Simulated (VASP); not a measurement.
# TaN (Fm-3m) in VASP: a series of runs

Runs on TaN. Level: PBE. Tasks: single point.

Everything below comes from runs of VASP 6.6.1. Logs are shortened: lines on timing, memory, paths and dates and some standing lists are left out, and cuts for length are marked.

## Step 1: The cell of the first run

Symmetry: Fm-3m, No. 225, cubic system. Conventional cell: a = 4.295 Å, b = 4.295 Å, c = 4.295 Å, α = 90.00°, β = 90.00°, γ = 90.00°. Within 2.8 Å of Ta (site symmetry m-3m) lie 6 N at 2.15 Å. Within 2.8 Å of N (site symmetry m-3m) lie 6 Ta at 2.15 Å.

## Step 2: Single point, PBE

INCAR reads:

```
PREC = Accurate
ENCUT = 520
EDIFF = 1E-6
ISMEAR = 0
SIGMA = 0.15
LREAL = F
LASPH = T
NELM = 80
ALGO = Normal
ISIF = 2
LWAVE = F
LCHARG = F
GGA = PE
NBANDS = 15
```

KPOINTS reads:

```
Automatic mesh
0
Gamma
  20 20 20
```

POSCAR reads:

```
TaN
1.0
    0.0000000000      2.1475905946      2.1475905946
    2.1475905946      0.0000000000      2.1475905946
    2.1475905946      2.1475905946      0.0000000000
Ta N
1 1
Direct
    0.5000000000      0.5000000000      0.5000000000
    0.0000000000      0.0000000000      0.0000000000
```

Potentials or basis: VASP PAW PBE potentials, release 64 (Ta_pv, N).

Run with:

```sh
$ cat potpaw_PBE.64/Ta_pv/POTCAR potpaw_PBE.64/N/POTCAR > POTCAR
$ mpirun -np 1 vasp_std > vasp.out
```

OUTCAR:

```text
PREC = Accurate
   ENCUT = 520
   EDIFF = 1E-6
   ISMEAR = 0
   LREAL = F
   LASPH = T
   NELM = 80
   ISIF = 2
   GGA = PE

 ion  position               nearest neighbor table
   1  0.500  0.500  0.500-   2 2.15   2 2.15   2 2.15   2 2.15   2 2.15   2 2.15
   2  0.000  0.000  0.000-   1 2.15   1 2.15   1 2.15   1 2.15   1 2.15   1 2.15

  LATTYP: Found a face centered cubic cell.
 ALAT       =     4.2951811892

  Lattice vectors:

 A1 = (   0.0000000000,   2.1475905946,   2.1475905946)
 A2 = (   2.1475905946,   0.0000000000,   2.1475905946)
 A3 = (   2.1475905946,   2.1475905946,   0.0000000000)

Analysis of symmetry for initial positions (statically):
=====================================================================
 Subroutine PRICEL returns:
 Original cell was already a primitive cell.

 Routine SETGRP: Setting up the symmetry group for a
 face centered cubic supercell.

 Subroutine GETGRP returns: Found 48 space group operations
[... 9 lines left out ...]

 Routine SETGRP: Setting up the symmetry group for a
 face centered cubic supercell.

 Subroutine GETGRP returns: Found 48 space group operations
[... 11 lines left out ...]
                                     Primitive cell

  volume of cell :      19.8100

  direct lattice vectors                    reciprocal lattice vectors
     0.000000000  2.147590595  2.147590595    -0.232819049  0.232819049  0.232819049
     2.147590595  0.000000000  2.147590595     0.232819049 -0.232819049  0.232819049
     2.147590595  2.147590595  0.000000000     0.232819049  0.232819049 -0.232819049

  length of vectors
     3.037151745  3.037151745  3.037151745     0.403254422  0.403254422  0.403254422

  position of ions in fractional coordinates (direct lattice)
     0.500000000  0.500000000  0.500000000
     0.000000000  0.000000000  0.000000000

  ion indices of the primitive-cell ions
   primitive index   ion index
                 1           1
                 2           2

----------------------------------------------------------------------------------------

 KPOINTS: Automatic mesh

Automatic generation of k-mesh.
 Grid dimensions read from file:
 generate k-points for:   20   20   20

 Generating k-lattice:

  Cartesian coordinates                     Fractional coordinates (reciprocal lattice)
    -0.011640952  0.011640952  0.011640952     0.050000000  0.000000000  0.000000000
     0.011640952 -0.011640952  0.011640952     0.000000000  0.050000000  0.000000000
     0.011640952  0.011640952 -0.011640952     0.000000000  0.000000000  0.050000000

  Length of vectors
     0.020162721  0.020162721  0.020162721

  Shift w.r.t. Gamma in fractional coordinates (k-lattice)
     0.000000000  0.000000000  0.000000000

 Subroutine IBZKPT returns following result:
 ===========================================

 Found    256 irreducible k-points:

 Following reciprocal coordinates:
            Coordinates               Weight
  0.000000  0.000000  0.000000      1.000000
  0.050000  0.000000  0.000000      8.000000
  0.100000  0.000000  0.000000      8.000000
  0.150000  0.000000  0.000000      8.000000
  0.200000  0.000000  0.000000      8.000000
  0.250000  0.000000  0.000000      8.000000
[... 16 lines left out ...]
 -0.400000  0.050000  0.000000     24.000000
 -0.350000  0.050000  0.000000     24.000000
 [... further k-points ...]
   k-points           NKPTS =    256   k-points in BZ     NKDIM =    256   number of bands    NBANDS=     15
   number of dos      NEDOS =    301   number of ions     NIONS =      2
   total plane-waves  NPLWV =  13824
   dimension x,y,z NGX =    24 NGY =   24 NGZ =   24
   dimension x,y,z NGXF=    48 NGYF=   48 NGZF=   48
   ions per type =               1   1
   NGX,Y,Z   is equivalent  to a cutoff of  13.14, 13.14, 13.14 a.u.
   NGXF,Y,Z  is equivalent  to a cutoff of  26.27, 26.27, 26.27 a.u.
 SYSTEM =  unknown system
   PREC   = accura    normal or accurate (medium, high low for compatibility)
   ISTART =      0    job   : 0-new  1-cont  2-samecut
   ICHARG =      2    charge: 1-file 2-atom 10-const
   ISPIN  =      1    spin polarized calculation?
   LNONCOLLINEAR =      F non collinear calculations
   LSORBIT =      F    spin-orbit coupling
   LASPH  =      T    aspherical Exc in radial PAW
   ENCUT  =  520.0 eV  38.22 Ry    6.18 a.u.   5.65  5.65  5.65*2*pi/ulx,y,z
   NELM   =     80;   NELMIN=  2; NELMDL= -5     # of ELM steps
   EDIFF  = 0.1E-05   stopping-criterion for ELM
   LREAL  =      F    real-space projection
   EDIFFG = 0.1E-04   stopping-criterion for IOM
   NSW    =      0    number of steps for IOM
   IBRION =     -1    ionic relax: 0-MD 1-quasi-New 2-CG
   NFREE  =      0    steps in history (QN), initial steepest desc. (CG)
   ISIF   =      2    stress and relaxation
   ISYM   =      2    0-nonsym 1-usesym 2-fastsym
   POTIM  = 0.5000    time-step for ionic-motion
   TEBEG  =    0.0;   TEEND  =   0.0 temperature during run
   PSTRESS=    0.0 pullay stress
   NELECT =      16.0000    total number of electrons
   NUPDOWN=      -1.0000    fix difference up-down
   EMIN   =  10.00;   EMAX   =-10.00  energy-range for DOS
   EFERMI =   0.00;   METHOD = LEGACY
   ISMEAR =     0;   SIGMA  =   0.15  broadening in eV -4-tet -1-fermi 0-gaus
   EFERMI_NEDOS =   21; number of points for ismear=-14 and -15
   IALGO  =     38    algorithm
   IMIX   =      4    mixing-type and parameters
     AMIX     =   0.40;   BMIX     =  1.00
     AMIX_MAG =   1.60;   BMIX_MAG =  1.00
  volume/ion in A,a.u.               =       9.91        66.84
  Fermi-wavevector in a.u.,A,eV,Ry     =   1.524591  2.881059 31.625076  2.324378
  Thomas-Fermi vector in A             =   2.632877
   LORBIT       =      0    0 simple, 1 ext, 2 COOP (PROOUT), +10 PAW based schemes
   GGA     = PE    functional components
   LHFCALC =     F    Hartree Fock is set to
   AEXX    =    0.0000 exact exchange contribution
   IVDW    =     0    specifies the selected vdW correction
   LEPSILON=     F    determine dielectric tensor
   LRPA    =     F    only Hartree local field effects (RPA)
 non-spin polarized calculation
 Gauss-broadening in eV      SIGMA  =   0.15
  energy-cutoff  :      520.00
  volume of cell :       19.81
 maximum number of plane-waves:       548
   NGX = 11   NGY = 11   NGZ = 11

 number of electron      15.9999997 magnetization

 Free energy of the ion-electron system (eV)
  ---------------------------------------------------
  ext. energy  EPLUGINS =         0.00000000
  ---------------------------------------------------
  free energy    TOTEN  =       -21.65418544 eV

  energy without entropy =      -21.64673751  energy(sigma->0) =      -21.65046147

 E-fermi :  10.3617     XC(G=0): -13.8349

 val. band max:       10.3427751981   @ k =   0.4500   0.1000   0.0000
 cond. band min:      10.3785765104   @ k =  -0.3500   0.3000   0.1500
 fundamental gap:      0.0358013123
 Fermi energy:        10.3617070295

 k-point     1 :       0.0000    0.0000    0.0000
  band No.  band energies     occupation
      1     -25.2712      2.00000
      2     -25.2712      2.00000
      3     -25.2712      2.00000
      4      -9.0857      2.00000
      5       6.3374      2.00000
      6       6.3374      2.00000
      7       6.3374      2.00000
      8       8.0560      2.00000
      9       8.0560      2.00000
     10       8.0560      2.00000
     11      10.4480      0.41569
     12      10.4480      0.41569
     13      12.5242      0.00000
     14      19.7994      0.00000
     15      22.8930      0.00000

 k-point     2 :       0.0500    0.0000    0.0000
  band No.  band energies     occupation
      1     -25.3013      2.00000
      2     -25.2738      2.00000
      3     -25.2738      2.00000
      4      -9.0152      2.00000
      5       5.9730      2.00000
      6       6.0846      2.00000
      7       6.0846      2.00000
      8       8.1724      2.00000
      9       8.1724      2.00000
     10       8.2370      2.00000
     11      10.7320      0.00048
     12      10.7320      0.00048
     13      12.7086      0.00000
     14      20.0085      0.00000
     15      22.8929      0.00000

 k-point     3 :       0.1000    0.0000    0.0000
  band No.  band energies     occupation
      1     -25.3876      2.00000
      2     -25.2812      2.00000
      3     -25.2812      2.00000
      4      -8.8088      2.00000
      5       5.1769      2.00000
      6       5.5156      2.00000
      7       5.5156      2.00000
      8       8.4498      2.00000
      9       8.4498      2.00000
     10       8.5455      2.00000
     11      11.4610      0.00000
     12      11.4610      0.00000
     13      13.2097      0.00000
     14      20.6069      0.00000
     15      22.8927      0.00000

 k-point     4 :       0.1500    0.0000    0.0000
  band No.  band energies     occupation
      1     -25.5192      2.00000
      2     -25.2927      2.00000
      3     -25.2927      2.00000
      4      -8.4823      2.00000
      5       4.2339      2.00000
      6       4.8591      2.00000
      7       4.8591      2.00000
      8       8.8414      2.00000
      9       8.8414      2.00000
     10       8.8421      2.00000
     11      12.4378      0.00000
     12      12.4378      0.00000
     13      13.9056      0.00000
     14      21.5054      0.00000
     15      22.8923      0.00000
[... 307 lines left out ...]
 k-point    22 :      -0.4500    0.0500    0.0000
  band No.  band energies     occupation
      1     -26.3594      2.00000
      2     -25.3956      2.00000
      3     -25.3743      2.00000
      4      -5.7169      2.00000
      5      -0.4579      2.00000
      6       2.2919      2.00000
      7       2.3608      2.00000
      8      12.0814      0.00000
      9      12.3161      0.00000
     10      12.5434      0.00000
     11      14.9423      0.00000
     12      18.3216      0.00000
     13      18.6789      0.00000
     14      22.6758      0.00000
     15      22.9783      0.00000

 k-point    23 :      -0.4000    0.0500    0.0000
  band No.  band energies     occupation
      1     -26.3037      2.00000
      2     -25.3948      2.00000
      3     -25.3634      2.00000
      4      -5.9697      2.00000
      5      -0.1301      2.00000
      6       2.3793      2.00000
      7       2.5355      2.00000
      8      11.4073      0.00000
      9      11.8333      0.00000
     10      12.4705      0.00000
     11      15.3904      0.00000
     12      17.6017      0.00000
     13      18.3518      0.00000
     14      22.7500      0.00000
     15      23.0759      0.00000

 k-point    24 :      -0.3500    0.0500    0.0000
  band No.  band energies     occupation
      1     -26.2046      2.00000
      2     -25.3885      2.00000
      3     -25.3489      2.00000
      4      -6.3745      2.00000
      5       0.4188      2.00000
      6       2.5790      2.00000
      7       2.8192      2.00000
      8      10.6939      0.00174
      9      11.1961      0.00000
     10      12.0592      0.00000
     11      15.6690      0.00000
     12      16.7902      0.00000
     13      17.6576      0.00000
     14      22.8119      0.00000
     15      23.1741      0.00000

 [... further k-points ...]

------------------------ aborting loop because EDIFF is reached ----------------------------------------

  FORCE on cell =-STRESS in cart. coord.  units (eV):
  Direction    XX          YY          ZZ          XY          YZ          ZX
  --------------------------------------------------------------------------------------
  -------------------------------------------------------------------------------------
  Total        4.2678557      4.2678557      4.2678557      0.0000000     -0.0000000      0.0000000
  in kB      345.1722185    345.1722185    345.1722185      0.0000000     -0.0000000      0.0000000
  external PRESSURE =     345.1722185 kB  Pullay stress =       0.0000000 kB

 VOLUME and BASIS-vectors are now :
 -----------------------------------------------------------------------------
  energy-cutoff  :      520.00
  volume of cell :       19.81
      direct lattice vectors                 reciprocal lattice vectors
     0.000000000  2.147590595  2.147590595    -0.232819049  0.232819049  0.232819049
     2.147590595  0.000000000  2.147590595     0.232819049 -0.232819049  0.232819049
     2.147590595  2.147590595  0.000000000     0.232819049  0.232819049 -0.232819049

 POSITION                                       TOTAL-FORCE (eV/Angst)
 -----------------------------------------------------------------------------------
      2.14759      2.14759      2.14759         0.000000      0.000000      0.000000
      0.00000      0.00000      0.00000        -0.000000     -0.000000     -0.000000
 -----------------------------------------------------------------------------------
    total drift:                                0.000000     -0.000000     -0.000000

  FREE ENERGIE OF THE ION-ELECTRON SYSTEM (eV)
  ---------------------------------------------------
  free  energy   TOTEN  =       -21.6541854364 eV

  energy  without entropy=      -21.6467375111  energy(sigma->0) =      -21.65046147
```

Run time: 41 s. Hardware: 1 thread of Intel Xeon Platinum 8259CL at 2.50GHz (Skylake/Cascade Lake), shared host; peak memory 0.2 GiB.

What came out:

```
Free energy            : -21.6542 eV
Pressure               : 34.5 GPa
Band gap on the k mesh : zero (band 8 reaches 12.50 eV, above the bottom of band 9 at 8.06 eV)
```

Caveat: spin-orbit coupling is left out, which moves the levels of the heavy elements.

## Step 3: Single point, PBE

This run uses another cell than the first one, of 10.34 Å³/atom, 1.044 times its volume.

INCAR reads:

```
  PREC = Accurate
  ENCUT = 520
  EDIFF = 1E-6
  ISMEAR = 0
  SIGMA = 0.15
  LREAL = F
  LASPH = T
  NELM = 80
  ALGO = Normal
  ISIF = 2
  LWAVE = F
  LCHARG = F
  GGA = PE
  NBANDS = 15
```

KPOINTS is that of step 2.

POSCAR reads:

```
TaN
1.0
    0.0000000000      2.1782990407      2.1782990407
    2.1782990407      0.0000000000      2.1782990407
    2.1782990407      2.1782990407      0.0000000000
Ta N
1 1
Direct
    0.5000000000      0.5000000000      0.5000000000
    0.0000000000      0.0000000000      0.0000000000
```

Potentials or basis: VASP PAW PBE potentials, release 64 (Ta_pv, N).

Run with:

```sh
$ cat potpaw_PBE.64/Ta_pv/POTCAR potpaw_PBE.64/N/POTCAR > POTCAR
$ mpirun -np 1 vasp_std > vasp.out
```

OUTCAR:

```text
PREC = Accurate
   ENCUT = 520
   EDIFF = 1E-6
   ISMEAR = 0
   LREAL = F
   LASPH = T
   NELM = 80
   ISIF = 2
   GGA = PE

 ion  position               nearest neighbor table
   1  0.500  0.500  0.500-   2 2.18   2 2.18   2 2.18   2 2.18   2 2.18   2 2.18
   2  0.000  0.000  0.000-   1 2.18   1 2.18   1 2.18   1 2.18   1 2.18   1 2.18

  LATTYP: Found a face centered cubic cell.
 ALAT       =     4.3565980814

  Lattice vectors:

 A1 = (   0.0000000000,   2.1782990407,   2.1782990407)
 A2 = (   2.1782990407,   0.0000000000,   2.1782990407)
 A3 = (   2.1782990407,   2.1782990407,   0.0000000000)

Analysis of symmetry for initial positions (statically):
=====================================================================
 Subroutine PRICEL returns:
 Original cell was already a primitive cell.

 Routine SETGRP: Setting up the symmetry group for a
 face centered cubic supercell.

 Subroutine GETGRP returns: Found 48 space group operations
 (whereof 48 operations were pure point group operations)
 out of a pool of 48 trial point group operations.

The static configuration has the point symmetry O_h .

Analysis of symmetry for dynamics (positions and initial velocities):
=====================================================================
 Subroutine PRICEL returns:
 Original cell was already a primitive cell.

 Routine SETGRP: Setting up the symmetry group for a
 face centered cubic supercell.

 Subroutine GETGRP returns: Found 48 space group operations
 (whereof 48 operations were pure point group operations)
 out of a pool of 48 trial point group operations.

The dynamic configuration has the point symmetry O_h .

 Subroutine INISYM returns: Found 48 space group operations
 (whereof 48 operations are pure point group operations),
 and found     1 'primitive' translations

----------------------------------------------------------------------------------------

                                     Primitive cell

  volume of cell :      20.6720

[... 118 lines left out ...]
   LRPA    =     F    only Hartree local field effects (RPA)
 non-spin polarized calculation
 Gauss-broadening in eV      SIGMA  =   0.15
  energy-cutoff  :      520.00
  volume of cell :       20.67
 maximum number of plane-waves:       568
   NGX = 11   NGY = 11   NGZ = 11

 number of electron      16.0000000 magnetization

 Free energy of the ion-electron system (eV)
  ---------------------------------------------------
  ext. energy  EPLUGINS =         0.00000000
  ---------------------------------------------------
  free energy    TOTEN  =       -21.78877709 eV

  energy without entropy =      -21.78082630  energy(sigma->0) =      -21.78480170

 E-fermi :   9.8636     XC(G=0): -13.5951

 val. band max:        9.8439370181   @ k =   0.4500   0.1000   0.0000
 cond. band min:       9.8805106159   @ k =  -0.4500   0.2000   0.1000
 fundamental gap:      0.0365735978
 Fermi energy:         9.8635656606

 k-point     1 :       0.0000    0.0000    0.0000
  band No.  band energies     occupation
      1     -25.8543      2.00000
      2     -25.8543      2.00000
      3     -25.8543      2.00000
      4      -9.2278      2.00000
      5       5.9622      2.00000
      6       5.9622      2.00000
      7       5.9622      2.00000
      8       7.6840      2.00000
      9       7.6840      2.00000
     10       7.6840      2.00000
     11       9.9401      0.47061
     12       9.9401      0.47060
     13      11.6362      0.00000
     14      19.2864      0.00000
[... 401 lines left out ...]
      2     -25.9564      2.00000
      3     -25.9228      2.00000
      4      -6.7262      2.00000
      5       0.2279      2.00000
      6       2.3910      2.00000
      7       2.6107      2.00000
      8      10.1706      0.00380
      9      10.6482      0.00000
     10      11.4525      0.00000
     11      14.8707      0.00000
     12      15.9531      0.00000
     13      16.7503      0.00000
     14      21.9415      0.00000
     15      22.3519      0.00000

 [... further k-points ...]

------------------------ aborting loop because EDIFF is reached ----------------------------------------

  FORCE on cell =-STRESS in cart. coord.  units (eV):
  Direction    XX          YY          ZZ          XY          YZ          ZX
  --------------------------------------------------------------------------------------
  -------------------------------------------------------------------------------------
  Total        2.0502977      2.0502977      2.0502977     -0.0000000      0.0000000      0.0000000
  in kB      158.9077251    158.9077251    158.9077251     -0.0000000      0.0000000      0.0000000
  external PRESSURE =     158.9077251 kB  Pullay stress =       0.0000000 kB

 VOLUME and BASIS-vectors are now :
 -----------------------------------------------------------------------------
  energy-cutoff  :      520.00
  volume of cell :       20.67
      direct lattice vectors                 reciprocal lattice vectors
     0.000000000  2.178299041  2.178299041    -0.229536896  0.229536896  0.229536896
     2.178299041  0.000000000  2.178299041     0.229536896 -0.229536896  0.229536896
     2.178299041  2.178299041  0.000000000     0.229536896  0.229536896 -0.229536896

 POSITION                                       TOTAL-FORCE (eV/Angst)
 -----------------------------------------------------------------------------------
      2.17830      2.17830      2.17830         0.000000      0.000000      0.000000
      0.00000      0.00000      0.00000         0.000000      0.000000      0.000000
 -----------------------------------------------------------------------------------
    total drift:                                0.000000     -0.000000     -0.000000

  FREE ENERGIE OF THE ION-ELECTRON SYSTEM (eV)
  ---------------------------------------------------
  free  energy   TOTEN  =       -21.7887770891 eV

  energy  without entropy=      -21.7808263026  energy(sigma->0) =      -21.78480170
```

Run time: 38 s. Hardware: 1 thread of Intel Xeon Platinum 8259CL at 2.50GHz (Skylake/Cascade Lake), shared host; peak memory 0.2 GiB.

What came out:

```yaml
Free_energy: -21.7888 eV
Pressure: 15.9 GPa
Band_gap_on_the_k_mesh: zero (band 8 reaches 11.86 eV, above the bottom of band 9 at 7.68 eV)
```

Caveat: spin-orbit coupling is left out, which moves the levels of the heavy elements.

(Part 1 of 2 ends here.)
